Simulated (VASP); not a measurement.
CdSe: single point with PBE

CdSe:

```
Cd Se
1.0
     0.00000    3.08312    3.04323
     3.08312    0.00000    3.04323
     3.08312    3.08312    0.00000
Cd Se
1 1
Cartesian
  0.0000 0.0000 0.0000
  1.5416 1.5416 1.5216
```

This cell differs from its parent crystal: epitaxial xy strain +0.5%.

| Property | Result |
| --- | --- |
| Program | VASP 6.6.1 |
| Task | single point |
| Functional | PBE |
| Potentials or basis | VASP PAW PBE potentials, release 64 (Cd, Se) |
| Cutoff | 500 eV |
| k mesh | 4 × 4 × 4 |
| Occupations | gaussian, width 0.01 eV |
| Spin | no spin polarisation |
| Dipole correction | no |
| Further INCAR settings | ALGO = Normal; EDIFF = 1e-06; NBANDS = 16 |

The pressure is 1.8 GPa and the band gap on the k mesh is 0.51 eV, direct.

Stress tensor (GPa, compression positive):
```
1.71 0.00 0.00
0.00 1.71 0.00
0.00 0.00 1.91
```

Levels at points of the mesh, in eV from the valence-band top:
```
           k point  band 6  band 7  band 8  band 9  band 10  band 11  band 12  band 13
(0.00, 0.00, 0.00)   -7.56   -0.04   -0.04    0.00     0.51     5.88     5.89     5.89
(0.50, 0.00, 0.00)   -7.28   -4.26   -0.77   -0.71     2.31     6.35     6.44     7.31
(0.50, 0.50, 0.00)   -7.20   -3.95   -1.82   -1.82     3.12     3.62     9.04    10.00
(0.50, 0.00, 0.50)   -7.22   -4.02   -1.78   -1.76     3.16     3.72     8.92     9.94
```

Wall time 9 s on 1 thread of Intel(R) Xeon(R) Platinum 8488C (Sapphire Rapids), with other jobs on the host, peak memory 0.17 GiB.

Caveat: the k points lie up to 0.44 Å⁻¹ apart; the cell differs from its parent crystal (epitaxial xy strain +0.5%).
